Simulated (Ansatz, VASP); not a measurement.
ZrSi4Pd: VASP beside Ansatz

The input INCAR:

```
SYSTEM = ZrSi4Pd
PREC = Accurate
ENCUT = 600
EDIFF = 1E-6
ISMEAR = 0
SIGMA = 0.1
LREAL = .FALSE.
LASPH = .TRUE.
NELM = 60
ALGO = Normal
ISIF = 3
LWAVE = .FALSE.
LCHARG = .FALSE.
GGA = PE
IBRION = 2
NSW = 100
EDIFFG = -0.01
```

The input KPOINTS:

```
Automatic mesh
0
G
  10 10 10
  0 0 0
```

File POSCAR:

```
ZrSi4Pd
1.0
    0.0000000000      3.5592225597      3.5592225597
    3.5592225597      0.0000000000      3.5592225597
    3.5592225597      3.5592225597      0.0000000000
Zr Si Pd
1 4 1
Direct
    0.2500000000      0.2500000000      0.2500000000
    0.6264839235      0.1205482295      0.6264839235
    0.6264839235      0.6264839235      0.6264839235
    0.1205482295      0.6264839235      0.6264839235
    0.6264839235      0.6264839235      0.1205482295
    0.0000000000      0.0000000000      0.0000000000
```

Input for Ansatz:

```yaml
crystal:
  lattice:
    - [0.0, 3.5592225597, 3.5592225597]
    - [3.5592225597, 0.0, 3.5592225597]
    - [3.5592225597, 3.5592225597, 0.0]
  atoms:
    - { symbol: Zr, position: [0.25, 0.25, 0.25] }
    - { symbol: Si, position: [0.6264839235, 0.1205482295, 0.6264839235] }
    - { symbol: Si, position: [0.6264839235, 0.6264839235, 0.6264839235] }
    - { symbol: Si, position: [0.1205482295, 0.6264839235, 0.6264839235] }
    - { symbol: Si, position: [0.6264839235, 0.6264839235, 0.1205482295] }
    - { symbol: Pd, position: [0.0, 0.0, 0.0] }
basis:
  ecutwfc: 420
kpoints:
  mp_grid: { grid: [10, 10, 10] }
hamiltonian:
  xc: pbe
scf:
  occupations: { method: gaussian, width: 0.1 }
output:
  forces: true
  stress: true
  eigenvalues: true
  write_density: true
  write_potential: true
  elf: true
  volumetric_format: npy
relax:
  adjacent_minimum: "off"
  f_tol: 0.01
  max_steps: 80
  cell: { stress_tol: 0.05 }
```

Alike in both runs: task relaxation of cell and atoms; functional PBE; k mesh 10 × 10 × 10; occupations gaussian, width 0.1 eV; no spin polarisation.

|  | VASP | Ansatz |
| --- | --- | --- |
| version | VASP 6.6.1 | Ansatz 0.2.0 |
| potentials or method | VASP PAW PBE potentials, release 64 (Zr_sv, Si, Pd), cutoff 600 eV | scalar-relativistic, plane waves, PAW |
| valence electrons in the cell | 38 | 46 |

Ansatz gave:

```
gap on the k mesh at the Fermi level, each at its own relaxed structure (eV) : none
relaxed volume (Å³/atom)                                                     : 15.10
relaxed cell length with the largest relative difference (Å)                 : 5.042
```

Problem. What did VASP give for the same quantities?

Solution. gap on the k mesh at the Fermi level, each at its own relaxed structure (eV): none; relaxed volume (Å³/atom): 15.10; relaxed cell length with the largest relative difference (Å): 5.041.

A gap of «none» marks a metal or a gap that the smearing closes. VASP's potentials hold 38 valence electrons a cell and Ansatz's 46, so a difference there can come from the potentials and not from the codes.
